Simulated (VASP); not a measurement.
# ZnSe (Stilleite) (F-43m) in VASP: a series of runs

Aim: see how the results for ZnSe (Stilleite) move with the level of theory and the settings. Levels: r2SCAN, PBEsol+D3(BJ), LDA. Tasks: single point.

Program: VASP 6.6.1. These are calculated values, not measurements. Logs are shortened: lines on timing, memory, paths and dates and some standing lists are left out, and cuts for length are marked.

## Step 1: The cell of the first run

Symmetry: F-43m, No. 216, cubic system. The conventional cell has a = 5.668 Å, b = 5.668 Å, c = 5.668 Å, α = 90.00°, β = 90.00°, γ = 90.00°. Se (site symmetry -43m) has 4 Zn at 2.45 Å within 3.2 Å. Within 3.2 Å of Zn (site symmetry -43m) lie 4 Se at 2.45 Å.

## Step 2: Single point, r2SCAN, non-collinear spin, zero start, spin-orbit coupling

Input file POSCAR:

```
ZnSe
1.0
    0.0000000000      2.8338000000      2.8338000000
    2.8338000000      0.0000000000      2.8338000000
    2.8338000000      2.8338000000      0.0000000000
Se Zn
1 1
Direct
    0.7500000000      0.7500000000      0.7500000000
    0.0000000000      0.0000000000      0.0000000000
```

Input file INCAR.step1:

```
ALGO     = Normal         # electronic algorithm
EDIFF    = 1E-4           # SCF threshold, eV
ENCUT    = 520            # plane-wave cutoff, eV
GGA      = PE             # functional
GGA_COMPAT= F            
ISMEAR   = -1             # smearing method
LASPH    = T              # aspherical terms in the spheres
LCHARG   = F              # write CHGCAR
LNONCOLLINEAR= T              # non-collinear magnetism
LREAL    = F              # projectors in reciprocal space
LSORBIT  = T              # spin-orbit coupling
LWAVE    = T              # write WAVECAR
MAGMOM   = 0 0 0 0 0 0    # initial moments
NBANDS   = 30             # bands
NELM     = 150            # most SCF steps
PREC     = Accurate       # precision mode
SIGMA    = 0.05           # smearing width, eV
```

Input file INCAR.step2:

```
ALGO     = Normal         # electronic algorithm
EDIFF    = 1E-6           # SCF threshold, eV
ENCUT    = 520            # plane-wave cutoff, eV
GGA_COMPAT= F            
ISIF     = 2              # what is computed and relaxed
ISMEAR   = -1             # smearing method
ISTART   = 1            
LASPH    = T              # aspherical terms in the spheres
LCHARG   = T              # write CHGCAR
LMIXTAU  = T            
LNONCOLLINEAR= T              # non-collinear magnetism
LORBIT   = 11             # projections on sites
LORBMOM  = T            
LREAL    = F              # projectors in reciprocal space
LSORBIT  = T              # spin-orbit coupling
LVHAR    = T            
LWAVE    = F              # write WAVECAR
MAGMOM   = 0 0 0 0 0 0    # initial moments
METAGGA  = R2SCAN         # meta-GGA
NBANDS   = 30             # bands
NELM     = 150            # most SCF steps
PREC     = Accurate       # precision mode
SIGMA    = 0.05           # smearing width, eV
```

Input file KPOINTS:

```
k-points
0
Gamma
  6 6 6
```

Potentials or basis: VASP PAW PBE potentials, release 64 (Se, Zn).

Run with:

```bash
$ cat potpaw_PBE.64/Se/POTCAR potpaw_PBE.64/Zn/POTCAR > POTCAR
$ cp INCAR.step1 INCAR
$ mpirun -np 1 vasp_ncl > vasp.out
$ cp INCAR.step2 INCAR
$ mpirun -np 1 vasp_ncl > vasp.out
```

OUTCAR:

```text
EDIFF = 1E-6
   ENCUT = 520
   ISIF = 2
   ISMEAR = -1
   ISTART = 1
   LASPH = T
   LNONCOLLINEAR = T
   LORBIT = 11
   LREAL = F
   LSORBIT = T
   METAGGA = R2SCAN
   NELM = 150
   PREC = Accurate

 ion  position               nearest neighbor table
   1  0.750  0.750  0.750-   2 2.45   2 2.45   2 2.45   2 2.45
   2  0.000  0.000  0.000-   1 2.45   1 2.45   1 2.45   1 2.45

  LATTYP: Found a face centered cubic cell.
 ALAT       =     5.6676000000

  Lattice vectors:

 A1 = (   0.0000000000,   2.8338000000,   2.8338000000)
 A2 = (   2.8338000000,   0.0000000000,   2.8338000000)
 A3 = (   2.8338000000,   2.8338000000,   0.0000000000)

Analysis of symmetry for initial positions (statically):
=====================================================================
 Subroutine PRICEL returns:
 Original cell was already a primitive cell.

 Routine SETGRP: Setting up the symmetry group for a
 face centered cubic supercell.

 Subroutine GETGRP returns: Found 24 space group operations
 (whereof 24 operations were pure point group operations)
 out of a pool of 48 trial point group operations.

The static configuration has the point symmetry T_d .

Analysis of symmetry for dynamics (positions and initial velocities):
=====================================================================
 Subroutine PRICEL returns:
 Original cell was already a primitive cell.

 Routine SETGRP: Setting up the symmetry group for a
 face centered cubic supercell.

 Subroutine GETGRP returns: Found 24 space group operations
 (whereof 24 operations were pure point group operations)
 out of a pool of 48 trial point group operations.

The dynamic configuration has the point symmetry T_d .

Analysis of structural, dynamic, and magnetic symmetry:
=====================================================================
 Subroutine PRICEL returns:
 Original cell was already a primitive cell.

 Routine SETGRP: Setting up the symmetry group for a
 face centered cubic supercell.

 Subroutine GETGRP returns: Found 24 space group operations
 (whereof 24 operations were pure point group operations)
 out of a pool of 48 trial point group operations.

The overall configuration has the point symmetry T_d .

 Subroutine INISYM returns: Found 24 space group operations
 (whereof 24 operations are pure point group operations),
 and found     1 'primitive' translations

----------------------------------------------------------------------------------------

                                     Primitive cell

  volume of cell :      45.5132

  direct lattice vectors                    reciprocal lattice vectors
     0.000000000  2.833800000  2.833800000    -0.176441527  0.176441527  0.176441527
     2.833800000  0.000000000  2.833800000     0.176441527 -0.176441527  0.176441527
     2.833800000  2.833800000  0.000000000     0.176441527  0.176441527 -0.176441527

  length of vectors
     4.007598393  4.007598393  4.007598393     0.305605690  0.305605690  0.305605690

  position of ions in fractional coordinates (direct lattice)
     0.750000000  0.750000000  0.750000000
     0.000000000  0.000000000  0.000000000

  ion indices of the primitive-cell ions
   primitive index   ion index
                 1           1
                 2           2

----------------------------------------------------------------------------------------

 KPOINTS: k-points

Automatic generation of k-mesh.
 Grid dimensions read from file:
 generate k-points for:    6    6    6

 Generating k-lattice:

  Cartesian coordinates                     Fractional coordinates (reciprocal lattice)
    -0.029406921  0.029406921  0.029406921     0.166666667  0.000000000  0.000000000
     0.029406921 -0.029406921  0.029406921     0.000000000  0.166666667  0.000000000
     0.029406921  0.029406921 -0.029406921     0.000000000  0.000000000  0.166666667

[... 93 lines left out ...]

 number of electron      18.0000012 magnetization       0.0000000     -0.0000000     -0.0000000

 number of electron      18.0000012 magnetization      -0.0000000     -0.0000000     -0.0000000

 Free energy of the ion-electron system (eV)
  ---------------------------------------------------
  ext. energy  EPLUGINS =         0.00000000
  ---------------------------------------------------
  free energy    TOTEN  =       -24.92596450 eV

  energy without entropy =      -24.92596450  energy(sigma->0) =      -24.92596450

 E-fermi :   2.3115     XC(G=0):  -9.9188

 val. band max:        1.4240315789   @ k =   0.0000   0.0000   0.0000
 cond. band min:       3.1667580804   @ k =   0.0000   0.0000   0.0000
 fundamental gap:      1.7427265015
 Fermi energy:         2.3114562291

 k-point     1 :       0.0000    0.0000    0.0000
  band No.  band energies     occupation
      1     -12.4115      1.00000
      2     -12.4115      1.00000
      3      -5.5062      1.00000
      4      -5.5062      1.00000
      5      -5.5062      1.00000
      6      -5.5062      1.00000
[... 715 lines left out ...]
     29      15.7213      0.00000
     30      15.7841      0.00000

------------------------ aborting loop because EDIFF is reached ----------------------------------------

  FORCE on cell =-STRESS in cart. coord.  units (eV):
  Direction    XX          YY          ZZ          XY          YZ          ZX
  --------------------------------------------------------------------------------------
  -------------------------------------------------------------------------------------
  Total        0.0261432      0.0261432      0.0261432      0.0000000      0.0000000      0.0000000
  in kB        0.9203033      0.9203033      0.9203033      0.0000000      0.0000000      0.0000000
  external PRESSURE =       0.9203033 kB  Pullay stress =       0.0000000 kB

 VOLUME and BASIS-vectors are now :
 -----------------------------------------------------------------------------
  energy-cutoff  :      520.00
  volume of cell :       45.51
      direct lattice vectors                 reciprocal lattice vectors
     0.000000000  2.833800000  2.833800000    -0.176441527  0.176441527  0.176441527
     2.833800000  0.000000000  2.833800000     0.176441527 -0.176441527  0.176441527
     2.833800000  2.833800000  0.000000000     0.176441527  0.176441527 -0.176441527

 POSITION                                       TOTAL-FORCE (eV/Angst)
 -----------------------------------------------------------------------------------
      4.25070      4.25070      4.25070        -0.000000     -0.000000      0.000000
      0.00000      0.00000      0.00000         0.000000      0.000000     -0.000000
 -----------------------------------------------------------------------------------
    total drift:                                0.000001      0.000001      0.000001

  FREE ENERGIE OF THE ION-ELECTRON SYSTEM (eV)
  ---------------------------------------------------
  free  energy   TOTEN  =       -24.9259644977 eV

  energy  without entropy=      -24.9259644971  energy(sigma->0) =      -24.92596450

 orbital moment (x)

 # of ion     p       d       tot
 ----------------------------------------
  1         0.000  -0.000   0.000
  2         0.000   0.000   0.000
 ----------------------------------------
            0.000   0.000   0.000

 orbital moment (y)

 # of ion     p       d       tot
 ----------------------------------------
  1        -0.000   0.000  -0.000
  2         0.000  -0.000  -0.000
 ----------------------------------------
            0.000  -0.000  -0.000

 orbital moment (z)

 # of ion     p       d       tot
 ----------------------------------------
  1         0.000   0.000   0.000
  2        -0.000   0.000   0.000
 ----------------------------------------
           -0.000   0.000   0.000

 Spin-Orbit-Coupling matrix elements

 Ion:    1  E_soc:     -0.0345958
 l=   1
     0.0000000    -0.0057582    -0.0057582
    -0.0057582     0.0000000    -0.0057582
    -0.0057582    -0.0057582     0.0000000
 l=   2
     0.0000000    -0.0000038     0.0000000    -0.0000038    -0.0000040
    -0.0000038     0.0000000    -0.0000030    -0.0000038    -0.0000010
     0.0000000    -0.0000030     0.0000000    -0.0000030     0.0000000
    -0.0000038    -0.0000038    -0.0000030     0.0000000    -0.0000010
    -0.0000040    -0.0000010     0.0000000    -0.0000010     0.0000000
 l=   3
     0.0000000     0.0000000     0.0000000     0.0000000     0.0000000     0.0000000     0.0000000
     0.0000000     0.0000000     0.0000000     0.0000000     0.0000000     0.0000000     0.0000000
     0.0000000     0.0000000     0.0000000     0.0000000     0.0000000     0.0000000     0.0000000
     0.0000000     0.0000000     0.0000000     0.0000000     0.0000000     0.0000000     0.0000000
     0.0000000     0.0000000     0.0000000     0.0000000     0.0000000     0.0000000     0.0000000
     0.0000000     0.0000000     0.0000000     0.0000000     0.0000000     0.0000000     0.0000000
     0.0000000     0.0000000     0.0000000     0.0000000     0.0000000     0.0000000     0.0000000

 Ion:    2  E_soc:     -0.0082083
 l=   1
     0.0000000    -0.0004361    -0.0004361
    -0.0004361     0.0000000    -0.0004361
    -0.0004361    -0.0004361     0.0000000
 l=   2
     0.0000000    -0.0001901     0.0000000    -0.0001901    -0.0007419
    -0.0001901     0.0000000    -0.0005564    -0.0001901    -0.0001855
     0.0000000    -0.0005564     0.0000000    -0.0005564     0.0000000
    -0.0001901    -0.0001901    -0.0005564     0.0000000    -0.0001855
    -0.0007419    -0.0001855     0.0000000    -0.0001855     0.0000000
 l=   3
     0.0000000     0.0000000     0.0000000     0.0000000     0.0000000     0.0000000     0.0000000
     0.0000000     0.0000000     0.0000000     0.0000000     0.0000000     0.0000000     0.0000000
     0.0000000     0.0000000     0.0000000     0.0000000     0.0000000     0.0000000     0.0000000
     0.0000000     0.0000000     0.0000000     0.0000000     0.0000000     0.0000000     0.0000000
     0.0000000     0.0000000     0.0000000     0.0000000     0.0000000     0.0000000     0.0000000
     0.0000000     0.0000000     0.0000000     0.0000000     0.0000000     0.0000000     0.0000000
     0.0000000     0.0000000     0.0000000     0.0000000     0.0000000     0.0000000     0.0000000

 total charge

# of ion       s       p       d       tot
------------------------------------------
    1        1.430   2.484   0.030   3.944
    2        0.511   0.443   9.803  10.757
--------------------------------------------------
tot          1.941   2.928   9.833  14.702

 magnetization (x)

# of ion       s       p       d       tot
------------------------------------------
    1        0.000   0.000  -0.000   0.000
    2       -0.000  -0.000   0.000  -0.000
--------------------------------------------------
tot         -0.000  -0.000   0.000  -0.000

 magnetization (y)

# of ion       s       p       d       tot
------------------------------------------
    1        0.000   0.000  -0.000   0.000
    2        0.000   0.000  -0.000  -0.000
--------------------------------------------------
tot          0.000   0.000  -0.000  -0.000

 magnetization (z)

# of ion       s       p       d       tot
------------------------------------------
    1       -0.000   0.000  -0.000   0.000
    2       -0.000  -0.000   0.000  -0.000
--------------------------------------------------
tot         -0.000  -0.000   0.000  -0.000
```

Wall time 4.7 min (1 thread of Intel Xeon Platinum 8488C (Sapphire Rapids), shared host); peak memory 0.34 GiB.

Results:

```yaml
Free_energy: -24.9260 eV
Pressure: 0.1 GPa
Net_moment: 0.00 μB per cell
Valence_electrons_inside_the_program's_atomic_spheres: Se 3.94; Zn 10.76
```

Moments on the atoms (μB; x, y, z):
```
Se  0.00 0.00 0.00
Zn  0.00 0.00 0.00
```

Caveat: the PAW data sets were made with another functional, which shifts forces and pressure a little.

[end of part 1 of 2]
